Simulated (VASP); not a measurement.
A run of VASP 6.6.1 is set up as follows.

File INCAR:

```
SYSTEM = NaH13O7
PREC = Accurate
ENCUT = 520
EDIFF = 1E-6
ISMEAR = -1
SIGMA = 0.02
LREAL = Auto
LASPH = .True.
NELM = 60
ALGO = Normal
ISIF = 2
LWAVE = .False.
LCHARG = .False.
NBANDS = 47
```

Contents of KPOINTS:

```
regular mesh
0
Gamma
  1 1 1
  0 0 0
```

The input POSCAR:

```
NaH13O7
1.0
    6.6282230000      0.0000000000      0.0000000000
    0.0000000000      6.6282230000      0.0000000000
    0.0000000000      0.0000000000      6.6282230000
O H Na
7 13 1
Direct
    0.7864551328      0.2630871049      0.5908069176
    0.4281237973      0.4695979601      0.7409376540
    0.0842156337      0.5261742099      1.0136502649
    0.1588510224      0.6796844343      0.4991081320
    0.5038756240      0.1027575566     -0.0981409346
    0.1444127634     -0.0317128739      0.2162872311
    0.2725768279      0.8204612307      0.8606831725
    0.6623042103      0.3283232927      0.6430381114
    0.7873150918      0.1222197865      0.6305611625
    0.4271884033      0.6027407346      0.8240368497
    0.4538773062      0.3470613466      0.8386108916
    0.1682653103      0.6469154704      0.9614945061
    0.0249538979      0.6214486145      1.1138882925
    0.2902135308      0.6009755556      0.5177254899
    0.1619740314      0.7833321239      0.3783819585
    0.4909309780      0.1069215686      0.0439635178
    0.3817312725     -0.0493495768     -0.1158832465
    0.1746169373     -0.0650702307      0.0782864427
    0.1839105293      0.1064991326      0.2496596750
    0.2160911001      0.7938930238      0.7236328651
    0.0497418388      0.4298738893      0.7010928872
```

Potentials or basis: VASP PAW LDA potentials, release 64 (O, H, Na_pv).

The run is started by

```sh
$ cat potpaw_LDA.64/O/POTCAR potpaw_LDA.64/H/POTCAR potpaw_LDA.64/Na_pv/POTCAR > POTCAR
$ mpirun -np 1 vasp_gam > vasp.out
```

Question: What does it give for the largest force?

Answer: 2.145 eV/Å.

Question: Predict the pressure.

Answer: -1.1 GPa.

Forces in eV/Å, atoms in the order of the input:
```
O    0.361  0.443 -0.292
O    0.350  0.339  1.040
O   -0.210  1.608  0.960
O    0.934  0.124 -0.554
O   -0.699 -0.044 -1.365
O   -0.389 -0.054  2.109
O   -0.367 -0.610  0.668
H   -0.157 -0.214  0.097
H   -0.524 -0.126  0.321
H   -0.191 -1.143 -0.856
H   -0.240 -0.070 -0.662
H    0.637 -0.482 -0.581
H   -0.567 -1.303  0.082
H   -0.814  0.842 -0.415
H    0.266 -0.627  0.990
H    0.369  0.321  1.754
H    0.822  0.997 -0.919
H    0.471 -0.184 -1.805
H   -0.133 -0.203 -0.324
H    0.094  0.515 -0.308
Na  -0.011 -0.129  0.059
```

Caveat: the k points lie up to 0.95 Å⁻¹ apart; the atoms stand as in a frame of molecular dynamics.
